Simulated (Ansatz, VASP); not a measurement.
Two plane-wave programs on Al

```
Al
1.0
     2.81478    0.00000    0.00000
    -1.40739    2.43767    0.00000
     0.00000    0.00000    9.24180
Al
4
Direct
  0.00000 0.00000 0.00000
  0.33333 0.66667 0.25000
  0.00000 0.00000 0.50000
  0.66667 0.33333 0.75000
```

Alike in both runs: task single point; functional PBE; dispersion D3(BJ); k mesh 18 × 18 × 6; occupations gaussian, width 0.15 eV; no spin polarisation.

```csv
,VASP,Ansatz
version,VASP 6.6.1,Ansatz 0.2.0
potentials or method,"VASP PAW PBE potentials, release 64 (Al), cutoff 520 eV","scalar-relativistic, plane waves, PAW"
valence electrons in the cell,12,12
```

```csv
,VASP,Ansatz,Ansatz less VASP
gap on the k mesh at the Fermi level (eV),none,none,-
pressure (GPa),0.0,0.0,+0.03
```

A gap of «none» marks a metal or a gap that the smearing closes.
